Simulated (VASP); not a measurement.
# Lu2TeN2 (I4/mmm) in VASP: single point with PBE

Aim: the single point of Lu2TeN2 with PBE.

All numbers are computed with VASP 6.6.1; they aren't measurements. Logs are shortened: lines on timing, memory, paths and dates and some standing lists are left out, and cuts for length are marked.

## (1) The cell of the first run

The structure is tetragonal, space group I4/mmm (No. 139). Conventional cell: a = 4.004 Å, b = 4.004 Å, c = 12.728 Å, α = 90.00°, β = 90.00°, γ = 90.00°. Within 3.1 Å of Lu (site symmetry 4mm) lie 4 N at 2.33 Å. Te (site symmetry 4/mmm) has 10 Lu at 3.46 to 4.38 Å and 8 N at 3.76 Å and 4 Te at 4.00 Å within 4.5 Å. N (site symmetry -4m2) has 4 Lu at 2.33 Å and 4 N at 2.83 Å within 3.1 Å.

## (2) Single point, PBE

The input, POSCAR:

```
Lu2TeN2
1.0
    0.0000000000      4.0040630000      0.0000000000
    4.0040630000      0.0000000000      0.0000000000
    2.0020320000      2.0020320000     -6.3642100000
Lu Te N
2 1 2
Direct
    0.3440000000      0.3440000000      0.3120000000
    0.6560000000      0.6560000000      0.6880000000
    0.0000000000      0.0000000000      0.0000000000
    0.2500000000      0.7500000000      0.5000000000
    0.7500000000      0.2500000000      0.5000000000
```

The input, INCAR.step1:

```
SYSTEM = Lu2TeN2
PREC = Accurate ; ENCUT = 520
EDIFF = 1E-6 ; ISMEAR = 0
SIGMA = 0.0429 ; LREAL = .False.
LASPH = .True. ; NELM = 120
ALGO = Normal ; ISIF = 2
LWAVE = .False. ; LCHARG = .True.
GGA = PE ; NBANDS = 41
GGA_COMPAT = .False. ; NEDOS = 2001
LORBIT = 11
```

The input, KPOINTS.step1:

```
Automatic mesh
0
Gamma
  9 9 9
  0 0 0
```

The input, INCAR.step2:

```
SYSTEM = Lu2TeN2
PREC = Accurate ; ENCUT = 520
EDIFF = 1E-6 ; ISMEAR = -5
SIGMA = 0.0429 ; LREAL = .False.
LASPH = .True. ; NELM = 120
ALGO = Normal ; ISIF = 2
LWAVE = .False. ; LCHARG = .False.
GGA = PE ; LORBIT = 10
NEDOS = 2001 ; ICHARG = 11
GGA_COMPAT = .False.
```

The input, KPOINTS.step2:

```
Automatic mesh
0
Gamma
  14 14 14
  0 0 0
```

Potentials or basis: VASP PAW PBE potentials, release 64 (Lu, Te, N).

The run is started by

```sh
$ cat potpaw_PBE.64/Lu/POTCAR potpaw_PBE.64/Te/POTCAR potpaw_PBE.64/N/POTCAR > POTCAR
$ cp INCAR.step1 INCAR
$ cp KPOINTS.step1 KPOINTS
$ mpirun -np 1 vasp_std > vasp.out
$ cp INCAR.step2 INCAR
$ cp KPOINTS.step2 KPOINTS
$ mpirun -np 1 vasp_std > vasp.out
```

OUTCAR:

```text
SYSTEM = Lu2TeN2
   PREC = Accurate
   ENCUT = 520
   EDIFF = 1E-6
   ISMEAR = -5
   LREAL = .False.
   LASPH = .True.
   NELM = 120
   ISIF = 2
   GGA = PE
   LORBIT = 10
   ICHARG = 11

 ion  position               nearest neighbor table
   1  0.344  0.344  0.312-   4 2.33   5 2.33   4 2.33   5 2.33   3 3.46   3 3.46   3 3.46   3 3.46
                             2 3.71   2 3.71   2 3.71   2 3.71
   2  0.656  0.656  0.688-   4 2.33   5 2.33   4 2.33   5 2.33   3 3.46   3 3.46   3 3.46   3 3.46
                             1 3.71   1 3.71   1 3.71   1 3.71
   3  0.000  0.000  0.000-   2 3.46   1 3.46   2 3.46   1 3.46   1 3.46   2 3.46   2 3.46   1 3.46

   4  0.250  0.750  0.500-   1 2.33   2 2.33   2 2.33   1 2.33
   5  0.750  0.250  0.500-   1 2.33   2 2.33   2 2.33   1 2.33

  LATTYP: Found a body centered tetragonal cell.
 ALAT       =     4.0040630000
 C/A-ratio  =     3.1788760566

  Lattice vectors:

 A1 = (  -2.0020320000,   2.0020310000,   6.3642100000)
 A2 = (   2.0020310000,  -2.0020320000,   6.3642100000)
 A3 = (   2.0020320000,   2.0020320000,  -6.3642100000)

Analysis of symmetry for initial positions (statically):
=====================================================================
 Subroutine PRICEL returns:
 Original cell was already a primitive cell.

 Routine SETGRP: Setting up the symmetry group for a
 body centered tetragonal supercell.

 Subroutine GETGRP returns: Found 16 space group operations
 (whereof 16 operations were pure point group operations)
 out of a pool of 16 trial point group operations.

The static configuration has the point symmetry D_4h.

Analysis of symmetry for dynamics (positions and initial velocities):
=====================================================================
 Subroutine PRICEL returns:
 Original cell was already a primitive cell.

 Routine SETGRP: Setting up the symmetry group for a
 body centered tetragonal supercell.

 Subroutine GETGRP returns: Found 16 space group operations
 (whereof 16 operations were pure point group operations)
 out of a pool of 16 trial point group operations.

The dynamic configuration has the point symmetry D_4h.

 Subroutine INISYM returns: Found 16 space group operations
 (whereof 16 operations are pure point group operations),
 and found     1 'primitive' translations

[... 110 lines left out ...]
   POTIM  = 0.5000    time-step for ionic-motion
   TEBEG  =    0.0;   TEEND  =   0.0 temperature during run
   PSTRESS=    0.0 pullay stress
   NELECT =      66.0000    total number of electrons
   NUPDOWN=      -1.0000    fix difference up-down
   EMIN   =  10.00;   EMAX   =-10.00  energy-range for DOS
   EFERMI =   0.00;   METHOD = LEGACY
   ISMEAR =    -5;   SIGMA  =   0.04  broadening in eV -4-tet -1-fermi 0-gaus
   EFERMI_NEDOS =   21; number of points for ismear=-14 and -15
   IALGO  =     38    algorithm
   IMIX   =      4    mixing-type and parameters
     AMIX     =   0.40;   BMIX     =  1.00
     AMIX_MAG =   1.60;   BMIX_MAG =  1.00
  volume/ion in A,a.u.               =      20.41       137.71
  Fermi-wavevector in a.u.,A,eV,Ry     =   1.415818  2.675508 27.273424  2.004540
  Thomas-Fermi vector in A             =   2.537217
   LORBIT       =     10    0 simple, 1 ext, 2 COOP (PROOUT), +10 PAW based schemes
   GGA     = PE    functional components
   LHFCALC =     F    Hartree Fock is set to
   AEXX    =    0.0000 exact exchange contribution
   IVDW    =     0    specifies the selected vdW correction
   LEPSILON=     F    determine dielectric tensor
   LRPA    =     F    only Hartree local field effects (RPA)
 non-spin polarized calculation
 Fermi weights with tetrahedron method with Bloechl corrections
  energy-cutoff  :      520.00
  volume of cell :      102.03
 maximum number of plane-waves:      2784
 NGX is ok and might be reduce to    30

 number of electron      65.9999989 magnetization

 Free energy of the ion-electron system (eV)
  ---------------------------------------------------
  ext. energy  EPLUGINS =         0.00000000
  ---------------------------------------------------
  free energy    TOTEN  =       -33.06698164 eV

  energy without entropy =      -33.06698164  energy(sigma->0) =      -33.06698164

 E-fermi :   3.0046     XC(G=0): -10.4932

 val. band max:        3.0756167801   @ k =   0.1429   0.0000   0.0714
 cond. band min:       2.9938720478   @ k =  -0.0714  -0.3571   0.0714
 fundamental gap:     -0.0817447323
 Fermi energy:         3.0045753077

 k-point     1 :       0.0000    0.0000    0.0000
  band No.  band energies     occupation
      1     -51.9854      2.00000
      2     -51.9761      2.00000
      3     -22.8902      2.00000
      4     -22.6938      2.00000
      5     -22.6194      2.00000
      6     -22.6194      2.00000
[... 997 lines left out ...]
     38       8.0513      0.00000
     39       8.2395      0.00000

 [... further k-points ...]

------------------------ aborting loop because EDIFF is reached ----------------------------------------

  FORCE on cell =-STRESS in cart. coord.  units (eV):
  Direction    XX          YY          ZZ          XY          YZ          ZX
  --------------------------------------------------------------------------------------
  -------------------------------------------------------------------------------------
  Total       -7.7295070     -7.7295070     -2.8219657     -0.0000000      0.0000002      0.0000002
  in kB     -121.3713188   -121.3713188    -44.3114547     -0.0000000      0.0000035      0.0000035
  external PRESSURE =     -95.6846975 kB  Pullay stress =       0.0000000 kB

 VOLUME and BASIS-vectors are now :
 -----------------------------------------------------------------------------
  energy-cutoff  :      520.00
  volume of cell :      102.03
      direct lattice vectors                 reciprocal lattice vectors
     0.000000000  4.004063000  0.000000000     0.000000000  0.249746320  0.078564366
     4.004063000  0.000000000  0.000000000     0.249746320  0.000000000  0.078564366
     2.002032000  2.002032000 -6.364210000     0.000000000  0.000000000 -0.157128693

 POSITION                                       TOTAL-FORCE (eV/Angst)
 -----------------------------------------------------------------------------------
      2.00203      2.00203     -1.98563         0.000000      0.000000     -1.647778
      4.00406      4.00406     -4.37858        -0.000000     -0.000000      1.647778
      0.00000      0.00000      0.00000         0.000000      0.000000      0.000000
      4.00406      2.00203     -3.18210        -0.000000     -0.000000      0.000000
      2.00203      4.00406     -3.18210         0.000000      0.000000      0.000000
 -----------------------------------------------------------------------------------
    total drift:                                0.000000      0.000000     -0.000000

  FREE ENERGIE OF THE ION-ELECTRON SYSTEM (eV)
  ---------------------------------------------------
  free  energy   TOTEN  =       -33.0669816427 eV

  energy  without entropy=      -33.0669816427  energy(sigma->0) =      -33.06698164

 total charge

# of ion       s       p       d       f       tot
--------------------------------------------------
    1        2.228   6.065   0.829  14.034  23.155
    2        2.228   6.065   0.829  14.034  23.155
    3        1.367   2.010   0.013   0.000   3.390
    4        1.280   2.300   0.000   0.000   3.580
    5        1.280   2.300   0.000   0.000   3.580
--------------------------------------------------
tot          8.384  18.739   1.671  28.067  56.862
```

It took 18 min on 1 thread of Oxide Virtual Turin-like, shared host; peak memory 0.86 GiB.

Results:

```
Valence electrons inside the program's atomic spheres : Lu 23.16; Te 3.39; N 3.58
```

Caveat: spin-orbit coupling is left out, which moves the levels of the heavy elements.
